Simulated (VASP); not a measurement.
# TaN (Fm-3m) in VASP: settings compared

The runs below take TaN through single point, with PBE, r2SCAN+U.

All numbers are computed with VASP 6.6.1; they aren't measurements. Logs are shortened: lines on timing, memory, paths and dates and some standing lists are left out, and cuts for length are marked.

**1. The cell of the first run**

Symmetry: Fm-3m, No. 225, cubic system. Conventional cell: a = 4.387 Å, b = 4.387 Å, c = 4.387 Å, α = 90.00°, β = 90.00°, γ = 90.00°. Ta (site symmetry m-3m) has 6 N at 2.19 Å within 2.9 Å. Within 2.9 Å of N (site symmetry m-3m) lie 6 Ta at 2.19 Å.

**2. Single point, PBE**

INCAR reads:

```
SYSTEM = TaN
PREC = Accurate
ENCUT = 700
EDIFF = 1E-6
ISMEAR = -1
SIGMA = 0.05
LREAL = .FALSE.
LASPH = .TRUE.
NELM = 120
ALGO = Normal
ISIF = 2
LWAVE = .FALSE.
LCHARG = .FALSE.
GGA = PE
NBANDS = 16
GGA_COMPAT = .FALSE.
```

KPOINTS reads:

```
Automatic mesh
0
G
  10 10 10
  0 0 0
```

POSCAR reads:

```
TaN
1.0
    0.0000000000      2.1934322028      2.1934322028
    2.1934322028      0.0000000000      2.1934322028
    2.1934322028      2.1934322028      0.0000000000
Ta N
1 1
Direct
    0.5000000000      0.5000000000      0.5000000000
    0.0000000000      0.0000000000      0.0000000000
```

Potentials or basis: VASP PAW PBE potentials, release 64 (Ta_sv_GW, N).

Run with:

```sh
cat potpaw_PBE.64/Ta_sv_GW/POTCAR potpaw_PBE.64/N/POTCAR > POTCAR
mpirun -np 1 vasp_std > vasp.out
```

OUTCAR:

```text
SYSTEM = TaN
   PREC = Accurate
   ENCUT = 700
   EDIFF = 1E-6
   ISMEAR = -1
   LREAL = .FALSE.
   LASPH = .TRUE.
   NELM = 120
   ISIF = 2
   GGA = PE

 ion  position               nearest neighbor table
   1  0.500  0.500  0.500-   2 2.19   2 2.19   2 2.19   2 2.19   2 2.19   2 2.19
   2  0.000  0.000  0.000-   1 2.19   1 2.19   1 2.19   1 2.19   1 2.19   1 2.19

  LATTYP: Found a face centered cubic cell.
 ALAT       =     4.3868644056

  Lattice vectors:

 A1 = (   0.0000000000,   2.1934322028,   2.1934322028)
 A2 = (   2.1934322028,   0.0000000000,   2.1934322028)
 A3 = (   2.1934322028,   2.1934322028,   0.0000000000)

Analysis of symmetry for initial positions (statically):
=====================================================================
 Subroutine PRICEL returns:
 Original cell was already a primitive cell.

 Routine SETGRP: Setting up the symmetry group for a
 face centered cubic supercell.

 Subroutine GETGRP returns: Found 48 space group operations
 (whereof 48 operations were pure point group operations)
 out of a pool of 48 trial point group operations.

The static configuration has the point symmetry O_h .

Analysis of symmetry for dynamics (positions and initial velocities):
=====================================================================
 Subroutine PRICEL returns:
 Original cell was already a primitive cell.

 Routine SETGRP: Setting up the symmetry group for a
 face centered cubic supercell.

 Subroutine GETGRP returns: Found 48 space group operations
 (whereof 48 operations were pure point group operations)
 out of a pool of 48 trial point group operations.

The dynamic configuration has the point symmetry O_h .

 Subroutine INISYM returns: Found 48 space group operations
 (whereof 48 operations are pure point group operations),
 and found     1 'primitive' translations

----------------------------------------------------------------------------------------

                                     Primitive cell

  volume of cell :      21.1058

  direct lattice vectors                    reciprocal lattice vectors
     0.000000000  2.193432203  2.193432203    -0.227953250  0.227953250  0.227953250
     2.193432203  0.000000000  2.193432203     0.227953250 -0.227953250  0.227953250
     2.193432203  2.193432203  0.000000000     0.227953250  0.227953250 -0.227953250

  length of vectors
     3.101981569  3.101981569  3.101981569     0.394826611  0.394826611  0.394826611

  position of ions in fractional coordinates (direct lattice)
     0.500000000  0.500000000  0.500000000
     0.000000000  0.000000000  0.000000000

  ion indices of the primitive-cell ions
   primitive index   ion index
                 1           1
                 2           2

----------------------------------------------------------------------------------------

 KPOINTS: Automatic mesh

Automatic generation of k-mesh.
 Grid dimensions read from file:
 generate k-points for:   10   10   10

 Generating k-lattice:

  Cartesian coordinates                     Fractional coordinates (reciprocal lattice)
    -0.022795325  0.022795325  0.022795325     0.100000000  0.000000000  0.000000000
     0.022795325 -0.022795325  0.022795325     0.000000000  0.100000000  0.000000000
     0.022795325  0.022795325 -0.022795325     0.000000000  0.000000000  0.100000000

  Length of vectors
     0.039482661  0.039482661  0.039482661

  Shift w.r.t. Gamma in fractional coordinates (k-lattice)
     0.000000000  0.000000000  0.000000000

 Subroutine IBZKPT returns following result:
 ===========================================

 Found     47 irreducible k-points:

 Following reciprocal coordinates:
            Coordinates               Weight
  0.000000  0.000000  0.000000      1.000000
  0.100000  0.000000  0.000000      8.000000
  0.200000  0.000000  0.000000      8.000000
  0.300000  0.000000  0.000000      8.000000
  0.400000  0.000000  0.000000      8.000000
  0.500000  0.000000  0.000000      4.000000
[... 16 lines left out ...]
  0.300000  0.300000  0.000000      6.000000
  0.400000  0.300000  0.000000     24.000000
 [... further k-points ...]
   k-points           NKPTS =     47   k-points in BZ     NKDIM =     47   number of bands    NBANDS=     16
   number of dos      NEDOS =    301   number of ions     NIONS =      2
   total plane-waves  NPLWV =  21952
   dimension x,y,z NGX =    28 NGY =   28 NGZ =   28
   dimension x,y,z NGXF=    56 NGYF=   56 NGZF=   56
   ions per type =               1   1
   NGX,Y,Z   is equivalent  to a cutoff of  15.01, 15.01, 15.01 a.u.
   NGXF,Y,Z  is equivalent  to a cutoff of  30.01, 30.01, 30.01 a.u.
 SYSTEM =  TaN
   PREC   = accura    normal or accurate (medium, high low for compatibility)
   ISTART =      0    job   : 0-new  1-cont  2-samecut
   ICHARG =      2    charge: 1-file 2-atom 10-const
   ISPIN  =      1    spin polarized calculation?
   LNONCOLLINEAR =      F non collinear calculations
   LSORBIT =      F    spin-orbit coupling
   LASPH  =      T    aspherical Exc in radial PAW
   ENCUT  =  700.0 eV  51.45 Ry    7.17 a.u.   6.69  6.69  6.69*2*pi/ulx,y,z
   NELM   =    120;   NELMIN=  2; NELMDL= -5     # of ELM steps
   EDIFF  = 0.1E-05   stopping-criterion for ELM
   LREAL  =      F    real-space projection
   EDIFFG = 0.1E-04   stopping-criterion for IOM
   NSW    =      0    number of steps for IOM
   IBRION =     -1    ionic relax: 0-MD 1-quasi-New 2-CG
   NFREE  =      0    steps in history (QN), initial steepest desc. (CG)
   ISIF   =      2    stress and relaxation
   ISYM   =      2    0-nonsym 1-usesym 2-fastsym
   POTIM  = 0.5000    time-step for ionic-motion
   TEBEG  =    0.0;   TEEND  =   0.0 temperature during run
   PSTRESS=    0.0 pullay stress
   NELECT =      18.0000    total number of electrons
   NUPDOWN=      -1.0000    fix difference up-down
   EMIN   =  10.00;   EMAX   =-10.00  energy-range for DOS
   EFERMI =   0.00;   METHOD = LEGACY
   ISMEAR =    -1;   SIGMA  =   0.05  broadening in eV -4-tet -1-fermi 0-gaus
   EFERMI_NEDOS =   21; number of points for ismear=-14 and -15
   IALGO  =     38    algorithm
   IMIX   =      4    mixing-type and parameters
     AMIX     =   0.40;   BMIX     =  1.00
     AMIX_MAG =   1.60;   BMIX_MAG =  1.00
  volume/ion in A,a.u.               =      10.55        71.21
  Fermi-wavevector in a.u.,A,eV,Ry     =   1.552499  2.933799 32.793503  2.410255
  Thomas-Fermi vector in A             =   2.656866
   LORBIT       =      0    0 simple, 1 ext, 2 COOP (PROOUT), +10 PAW based schemes
   GGA     = PE    functional components
   LHFCALC =     F    Hartree Fock is set to
   AEXX    =    0.0000 exact exchange contribution
   IVDW    =     0    specifies the selected vdW correction
   LEPSILON=     F    determine dielectric tensor
   LRPA    =     F    only Hartree local field effects (RPA)
 non-spin polarized calculation
  energy-cutoff  :      700.00
  volume of cell :       21.11
 maximum number of plane-waves:       907
   NGX = 13   NGY = 13   NGZ = 13

 number of electron      18.0000000 magnetization

 Free energy of the ion-electron system (eV)
  ---------------------------------------------------
  ext. energy  EPLUGINS =         0.00000000
  ---------------------------------------------------
  free energy    TOTEN  =       -24.36583698 eV

  energy without entropy =      -24.36022408  energy(sigma->0) =      -24.36303053

 E-fermi :  13.9557     XC(G=0): -13.8264

 val. band max:       13.8512755052   @ k =  -0.2000   0.2000   0.0000
 cond. band min:      13.9922682894   @ k =  -0.3000   0.3000   0.1000
 fundamental gap:      0.1409927842
 Fermi energy:        13.9556583728

 k-point     1 :       0.0000    0.0000    0.0000
  band No.  band energies     occupation
      1     -55.6468      2.00000
      2     -21.8205      2.00000
      3     -21.8205      2.00000
      4     -21.8205      2.00000
      5      -4.9733      2.00000
      6      10.0911      2.00000
[... 8 lines left out ...]
     15      23.0978      0.00000
     16      38.1637      0.00000

 k-point     2 :       0.1000    0.0000    0.0000
  band No.  band energies     occupation
      1     -55.6413      2.00000
      2     -21.9105      2.00000
      3     -21.8286      2.00000
      4     -21.8286      2.00000
      5      -4.7316      2.00000
      6       8.9816      2.00000
[... 8 lines left out ...]
     15      23.8292      0.00000
     16      35.2777      0.00000

 k-point     3 :       0.2000    0.0000    0.0000
  band No.  band energies     occupation
      1     -55.6268      2.00000
      2     -22.1391      2.00000
      3     -21.8499      2.00000
      4     -21.8499      2.00000
      5      -4.0718      2.00000
      6       7.1406      2.00000
[... 8 lines left out ...]
     15      25.5399      0.00000
     16      32.0175      0.00000

 k-point     4 :       0.3000    0.0000    0.0000
  band No.  band energies     occupation
      1     -55.6088      2.00000
      2     -22.4092      2.00000
      3     -21.8760      2.00000
      4     -21.8760      2.00000
      5      -3.1708      2.00000
      6       5.3894      2.00000
[... 8 lines left out ...]
     15      26.1666      0.00000
     16      29.9509      0.00000
[... 324 lines left out ...]
 k-point    22 :      -0.2000    0.2000    0.0000
  band No.  band energies     occupation
      1     -55.6026      2.00000
      2     -22.3603      2.00000
      3     -22.0442      2.00000
      4     -21.8667      2.00000
      5      -3.0971      2.00000
      6       5.2888      2.00000
[... 8 lines left out ...]
     15      26.5642      0.00000
     16      27.1745      0.00000

 k-point    23 :       0.3000    0.3000    0.0000
  band No.  band energies     occupation
      1     -55.5963      2.00000
      2     -22.3400      2.00000
      3     -22.0118      2.00000
      4     -22.0118      2.00000
      5      -3.5465      2.00000
      6       5.7236      2.00000
[... 8 lines left out ...]
     15      27.0098      0.00000
     16      29.6595      0.00000

 k-point    24 :       0.4000    0.3000    0.0000
  band No.  band energies     occupation
      1     -55.5848      2.00000
      2     -22.4441      2.00000
      3     -22.0687      2.00000
      4     -22.0422      2.00000
      5      -3.4124      2.00000
      6       5.9506      2.00000
[... 8 lines left out ...]
     15      24.6665      0.00000
     16      29.2189      0.00000

 [... further k-points ...]

------------------------ aborting loop because EDIFF is reached ----------------------------------------

  FORCE on cell =-STRESS in cart. coord.  units (eV):
  Direction    XX          YY          ZZ          XY          YZ          ZX
  --------------------------------------------------------------------------------------
  -------------------------------------------------------------------------------------
  Total        0.9150053      0.9150053      0.9150053     -0.0000000      0.0000000     -0.0000000
  in kB       69.4594865     69.4594865     69.4594865     -0.0000000      0.0000000     -0.0000000
  external PRESSURE =      69.4594865 kB  Pullay stress =       0.0000000 kB

 VOLUME and BASIS-vectors are now :
 -----------------------------------------------------------------------------
  energy-cutoff  :      700.00
  volume of cell :       21.11
      direct lattice vectors                 reciprocal lattice vectors
     0.000000000  2.193432203  2.193432203    -0.227953250  0.227953250  0.227953250
     2.193432203  0.000000000  2.193432203     0.227953250 -0.227953250  0.227953250
     2.193432203  2.193432203  0.000000000     0.227953250  0.227953250 -0.227953250

 POSITION                                       TOTAL-FORCE (eV/Angst)
 -----------------------------------------------------------------------------------
      2.19343      2.19343      2.19343        -0.000000     -0.000000      0.000000
      0.00000      0.00000      0.00000         0.000000      0.000000     -0.000000
 -----------------------------------------------------------------------------------
    total drift:                                0.000000      0.000000      0.000000

  FREE ENERGIE OF THE ION-ELECTRON SYSTEM (eV)
  ---------------------------------------------------
  free  energy   TOTEN  =       -24.3658369833 eV

  energy  without entropy=      -24.3602240822  energy(sigma->0) =      -24.36303053
```

Run time: 30 s. Hardware: 1 thread of Intel Xeon Platinum 8259CL at 2.50GHz (Skylake/Cascade Lake), shared host; peak memory 0.18 GiB.

Results:

* Free energy: -24.3658 eV
* Pressure: 6.9 GPa
* Band gap on the k mesh: zero (bands 9 and 10 overlap by 4.05 eV)

Levels at points of the mesh, in eV from the Fermi level:
```csv
k point,band 5,band 6,band 7,band 8,band 9,band 10,band 11,band 12,band 13,band 14
"(0.00, 0.00, 0.00)",-18.93,-3.86,-3.86,-3.86,-2.15,-2.15,-2.15,0.05,0.05,1.54
"(0.50, 0.00, 0.00)",-15.87,-10.46,-7.65,-7.65,1.90,1.90,1.99,3.79,7.59,7.59
"(0.50, 0.50, 0.00)",-17.68,-6.68,-5.54,-4.67,-4.67,2.12,3.57,3.57,4.59,6.87
```

Caveat: the cell stands under pressure; spin-orbit coupling is left out, which moves the levels of the heavy elements.

**3. Single point, r2SCAN+U**

This run uses another cell than the first one, of 10.74 Å³/atom.

POSCAR reads:

```
TaN
1.0
    0.0000000000      2.2061004517      2.2061004517
    2.2061004517      0.0000000000      2.2061004517
    2.2061004517      2.2061004517      0.0000000000
Ta N
1 1
Direct
    0.5000000000      0.5000000000      0.5000000000
    0.0000000000      0.0000000000      0.0000000000
```

INCAR.step1 reads:

```
SYSTEM = TaN
  ALGO = Normal
  EDIFF = 1E-5
  ENCUT = 770
  GGA = PE
  GGA_COMPAT = .FALSE.
  ISMEAR = -1
  LASPH = .TRUE.
  LCHARG = .FALSE.
  LDAU = .TRUE.
  LDAUJ = 0 0
  LDAUL = 2 -1
  LDAUTYPE = 2
  LDAUU = 4 0
  LMAXMIX = 4
  LREAL = .FALSE.
  LWAVE = .TRUE.
  NBANDS = 16
  NELM = 200
  PREC = Accurate
  SIGMA = 0.05
```

INCAR.step2 reads:

```
SYSTEM = TaN
  ALGO = Normal
  EDIFF = 1E-6
  ENCUT = 770
  GGA_COMPAT = .FALSE.
  ISIF = 2
  ISMEAR = -1
  ISTART = 1
  LASPH = .TRUE.
  LCHARG = .FALSE.
  LDAU = .TRUE.
  LDAUJ = 0 0
  LDAUL = 2 -1
  LDAUPRINT = 1
  LDAUTYPE = 2
  LDAUU = 4 0
  LMAXMIX = 4
  LMIXTAU = .TRUE.
  LREAL = .FALSE.
  LWAVE = .FALSE.
  METAGGA = R2SCAN
  NBANDS = 16
  NELM = 200
  PREC = Accurate
  SIGMA = 0.05
```

KPOINTS reads:

```
k-points
0
G
  10 10 10
  0 0 0
```

Potentials or basis: VASP PAW PBE potentials, release 64 (Ta_sv_GW, N).

Run with:

```sh
cat potpaw_PBE.64/Ta_sv_GW/POTCAR potpaw_PBE.64/N/POTCAR > POTCAR
cp INCAR.step1 INCAR
mpirun -np 1 vasp_std > vasp.out
cp INCAR.step2 INCAR
mpirun -np 1 vasp_std > vasp.out
```

It took 76 s on 1 thread of AMD EPYC 9R45 (Zen 5), shared host; peak memory 0.17 GiB.

It converged, with:

| Item | Value |
| --- | --- |
| Free energy | -58.6827 eV |
| Pressure | 8.3 GPa |
| Band gap on the k mesh | zero (bands 9 and 10 overlap by 4.09 eV) |

Levels at points of the mesh, in eV from the Fermi level:
```
           k point  band 6  band 7  band 8  band 9  band 10  band 11  band 12  band 13
(0.00, 0.00, 0.00)   -4.41   -4.41   -4.41   -2.06    -2.06    -2.06     0.57     0.57
(0.50, 0.00, 0.00)  -11.06   -7.91   -7.91    2.02     2.05     2.05     3.40     7.99
(0.50, 0.50, 0.00)   -7.50   -5.59   -5.30   -5.30     2.68     3.68     3.68     4.82
```

Eigenvalues of the final occupation matrices:
| site | spin | trace | eigenvalues |
| --- | --- | --- | --- |
| site 1 d | 1 | 1.12 | 0.18 0.18 0.25 0.25 0.25 |
| site 1 d | 2 | 1.12 | 0.18 0.18 0.25 0.25 0.25 |

Caveat: the cell stands under pressure; the PAW data sets were made with another functional, which shifts forces and pressure a little; spin-orbit coupling is left out, which moves the levels of the heavy elements; U without spin polarisation on a metal has little footing.

The gap in the log of VASP goes by the Fermi energy; the results here count the filled bands.